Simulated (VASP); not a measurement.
## Zn: single point with PBE

Zn:

```
Zn
1.0
     0.00000    1.96441    1.96441
     1.96441    0.00000    1.96441
     1.96441    1.96441    0.00000
Zn
1
Cartesian
  0.0000 0.0000 0.0000
```

```json
{
 "Program": "VASP 6.6.1",
 "Task": "single point",
 "Functional": "PBE",
 "Potentials or basis": "VASP PAW PBE potentials, release 64 (Zn)",
 "Cutoff": "520 eV",
 "k mesh": "20 × 20 × 20",
 "Occupations": "methfessel-paxton, width 0.05 eV",
 "Spin": "no spin polarisation",
 "Dipole correction": "no",
 "Further INCAR settings": "ALGO = Normal; EDIFF = 1e-06; NBANDS = 12"
}
```

```json
{
 "Pressure": "0.4 GPa",
 "Band gap on the k mesh": "zero (band 6 reaches 5.34 eV, above the bottom of band 7 at 1.71 eV)"
}
```

Levels at points of the mesh, in eV from the Fermi level:
```
           k point  band 4  band 5  band 6  band 7  band 8  band 9
(0.00, 0.00, 0.00)   -7.67   -7.29   -7.29   18.23   18.23   18.23
(0.50, 0.00, 0.00)   -7.01   -7.01   -2.95   -1.43   15.21   15.21
(0.50, 0.50, 0.00)   -6.94   -6.94   -1.05    1.68    8.38    8.38
```

Wall time 32 s on 1 thread of Intel(R) Xeon(R) Platinum 8259CL CPU @ 2.50GHz (Skylake/Cascade Lake), on a shared host, peak memory 0.17 GiB.
